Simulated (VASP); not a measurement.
Input of a VASP 6.6.1 run:

The input INCAR:

```
ALGO     = Normal         # electronic algorithm
EDIFF    = 1E-6           # SCF threshold, eV
ENCUT    = 500            # plane-wave cutoff, eV
GGA      = PE             # functional
GGA_COMPAT= False        
ISIF     = 2              # what is computed and relaxed
ISMEAR   = -1             # smearing method
LASPH    = True           # aspherical terms in the spheres
LCHARG   = True           # write CHGCAR
LELF     = True           # ELF
LREAL    = False          # projectors in reciprocal space
LVHAR    = True         
LWAVE    = False          # write WAVECAR
NBANDS   = 15             # bands
NELM     = 120            # most SCF steps
PREC     = Accurate       # precision mode
SIGMA    = 0.02           # smearing width, eV
```

Contents of KPOINTS:

```
k-points
0
Gamma
  6 6 6
```

The input POSCAR:

```
BaTe
1.0
   -0.0176619342      3.5323868426      3.5323868426
    3.5323868426     -0.0176619342      3.5323868426
    3.5147249084      3.5147249084      0.0000000000
Ba Te
1 1
Direct
    0.0000000000      0.0000000000      0.0000000000
    0.5000000000      0.5000000000      0.5000000000
```

Potentials or basis: VASP PAW PBE potentials, release 64 (Ba_sv, Te).

Command:

```console
$ cat potpaw_PBE.64/Ba_sv/POTCAR potpaw_PBE.64/Te/POTCAR > POTCAR
$ mpirun -np 1 vasp_std > vasp.out
```

Question: Estimate the band gap on the k mesh.

Answer: 1.56 eV (least direct gap 1.94 eV).

Question: What does it give for the pressure?

Answer: 0.3 GPa.

Stress tensor (GPa, compression positive):
```
0.30 0.11 0.00
0.11 0.30 0.00
0.00 0.00 0.30
```

Caveat: the cell differs from its parent crystal (shear xy strain -1.0%); spin-orbit coupling is left out, which moves the levels of the heavy elements. A k mesh can miss the band edges.
